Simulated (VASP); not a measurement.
Wanted: the native input for a VASP 6.6.1 run.

```yaml
Task: single point
Functional: PBE
Potentials_or_basis: VASP PAW PBE potentials, release 64 (Te, As, S)
Cutoff: 520 eV
k_mesh: 5 × 5 × 5
Occupations: fermi-dirac, width 0.1 eV
Spin: no spin polarisation
Dipole_correction: no
Further_INCAR_settings: ALGO = Normal; EDIFF = 1e-06; NBANDS = 40
```

The structure of Te2AsS2 lies in POSCAR:

```
Te2AsS2
1.0
    0.0000000000      4.0170050000      0.0000000000
    5.4537510000     -2.0085020000      0.0000000000
   -0.0478510000      2.0085020000    -11.4621500000
Te As S
4 2 4
Direct
    0.9548000000      0.7341000000      0.8245000000
    0.0452000000      0.2659000000      0.1755000000
    0.8119000000      0.2259000000      0.6021000000
    0.1881000000      0.7741000000      0.3979000000
    0.3942000000      0.7728000000      0.9844000000
    0.6058000000      0.2272000000      0.0156000000
    0.2114000000      0.1852000000      0.7624000000
    0.7886000000      0.8148000000      0.2376000000
    0.5937000000      0.7790000000      0.5916000000
    0.4063000000      0.2210000000      0.4084000000
```

The input as run:

INCAR

```
  PREC = Accurate
  ENCUT = 520
  EDIFF = 1E-6
  ISMEAR = -1
  SIGMA = 0.1
  LREAL = False
  LASPH = True
  NELM = 60
  ALGO = Normal
  ISIF = 2
  LWAVE = False
  LCHARG = True
  GGA = PE
  LELF = True
  LVHAR = True
  NBANDS = 40
```

KPOINTS

```
regular mesh
0
Gamma
  5 5 5
```

Potentials or basis: VASP PAW PBE potentials, release 64 (Te, As, S).

Command:

```bash
$ cat potpaw_PBE.64/Te/POTCAR potpaw_PBE.64/As/POTCAR potpaw_PBE.64/S/POTCAR > POTCAR
$ mpirun -np 1 vasp_std > vasp.out
```

Results of the run:

The pressure is 1.9 GPa, the largest force is 0.664 eV/Å and the band gap on the k mesh is zero (bands 29 and 30 overlap by 0.89 eV).

Caveat: spin-orbit coupling is left out, which moves the levels of the heavy elements.

Run time: 14 min on 1 thread of Intel Xeon 8259CL, with other jobs on the host, peak memory 0.55 GiB.
